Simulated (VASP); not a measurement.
The system is CoSi (rocksalt type).

```
CELL_PARAMETERS angstrom
0.00000 2.29239 2.29239
2.29239 0.00000 2.29239
2.29239 2.29239 0.00000
ATOMIC_POSITIONS crystal
Co 0.00000 0.00000 0.00000
Si 0.50000 0.50000 0.50000
```

| Property | Result |
| --- | --- |
| Program | VASP 6.6.1 |
| Task | relaxation of cell and atoms |
| Functional | PBE |
| Potentials or basis | VASP PAW PBE potentials, release 64 (Co, Si) |
| Cutoff | 600 eV |
| k mesh | 15 × 15 × 15 |
| Occupations | fermi-dirac, width 0.05 eV |
| Spin | no spin polarisation |

At the start: pressure 9.1 GPa; volume 12.05 Å³/atom.

Problem. Where does the relaxation end?

Solution. Over 10 steps the energy falls by 16.7 meV/atom and the volume is 12.66 Å³/atom (+5.1 %); space group Fm-3m (No. 225, to 0.05 Å).

Step by step:
```tsv
step	energy change (eV)	largest force (eV/Å)	pressure (GPa)	volume (Å³)
1	0.0000	0.0000	9.05	24.09
2	-0.0066	0.0000	-6.81	26.54
3	-0.0335	0.0000	-0.08	25.34
4	-0.0335	0.0000	0.11	25.32
5	-0.0335	0.0000	0.12	25.32
6	-0.0335	0.0000	0.11	25.32
7	-0.0335	0.0000	0.09	25.32
8	-0.0335	0.0000	0.09	25.32
9	-0.0335	0.0000	0.08	25.32
10	-0.0335	0.0000	0.06	25.32
```

Final structure:
```
Co Si
1.0
     0.00000    2.33058    2.33058
     2.33058    0.00000    2.33058
     2.33058    2.33058    0.00000
Co Si
1 1
Cartesian
  0.0000 0.0000 0.0000
  2.3306 2.3306 2.3306
```
